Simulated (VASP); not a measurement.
Set up this calculation in VASP 6.6.1, as the native input.

```
Task                               : single point
Functional                         : HF
Potentials or basis                : VASP PAW PBE potentials, release 64 (Pb_d, F)
Cutoff                             : 520 eV
k mesh                             : 4 × 4 × 4
Occupations                        : gaussian, width 0.01 eV
Spin                               : no spin polarisation
Dipole correction                  : no
Grid for exact exchange (PRECFOCK) : Normal
Further INCAR settings             : ALGO = Normal; EDIFF = 1e-06; NBANDS = 21
Share of exact exchange            : 1
```

Crystal: PbF2.

```
Pb F
1.0
     0.00000    2.94581    2.94581
     2.94581    0.00000    2.94581
     2.94581    2.94581    0.00000
Pb F
1 2
Cartesian
  0.0000 0.0000 0.0000
  1.4729 1.4729 1.4729
  4.4187 4.4187 4.4187
```

One way to write it, as run:

POSCAR

```
PbF2
1.0
    0.0000000000      2.9458082836      2.9458082836
    2.9458082836      0.0000000000      2.9458082836
    2.9458082836      2.9458082836      0.0000000000
Pb F
1 2
Direct
    0.0000000000      0.0000000000      0.0000000000
    0.2500000000      0.2500000000      0.2500000000
    0.7500000000      0.7500000000      0.7500000000
```

INCAR.step1

```
  PREC = Accurate
  ENCUT = 520
  EDIFF = 1E-5
  ISMEAR = 0
  SIGMA = 0.01
  LREAL = F
  LASPH = T
  NELM = 80
  ALGO = Normal
  ISIF = 2
  LWAVE = T
  LCHARG = F
  GGA = PE
  NBANDS = 21
```

INCAR.step2

```
  PREC = Accurate
  ENCUT = 520
  EDIFF = 1E-6
  ISMEAR = 0
  SIGMA = 0.01
  LREAL = F
  LASPH = T
  NELM = 80
  ALGO = Normal
  ISIF = 2
  LWAVE = F
  LCHARG = F
  GGA = PE
  LHFCALC = T
  AEXX = 1.0
  ALDAC = 0.0
  AGGAC = 0.0
  PRECFOCK = Normal
  ISTART = 1
  NBANDS = 21
```

KPOINTS

```
regular mesh
0
Gamma
  4 4 4
```

Potentials or basis: VASP PAW PBE potentials, release 64 (Pb_d, F).

Command:

```console
$ cat potpaw_PBE.64/Pb_d/POTCAR potpaw_PBE.64/F/POTCAR > POTCAR
$ cp INCAR.step1 INCAR
$ mpirun -np 1 vasp_std > vasp.out
$ cp INCAR.step2 INCAR
$ mpirun -np 1 vasp_std > vasp.out
```

It gave:

```json
{
  "Pressure": "6.1 GPa",
  "Band gap on the k mesh": "12.66 eV (least direct gap 12.76 eV)"
}
```

Caveat: the k points lie up to 0.46 Å⁻¹ apart; the PAW data sets were made with another functional, which shifts forces and pressure a little; spin-orbit coupling is left out, which moves the levels of the heavy elements.

It took 15 min on 1 thread of Intel(R) Xeon(R) Platinum 8259CL CPU @ 2.50GHz (Skylake/Cascade Lake), with other jobs on the host, peak memory 0.19 GiB.
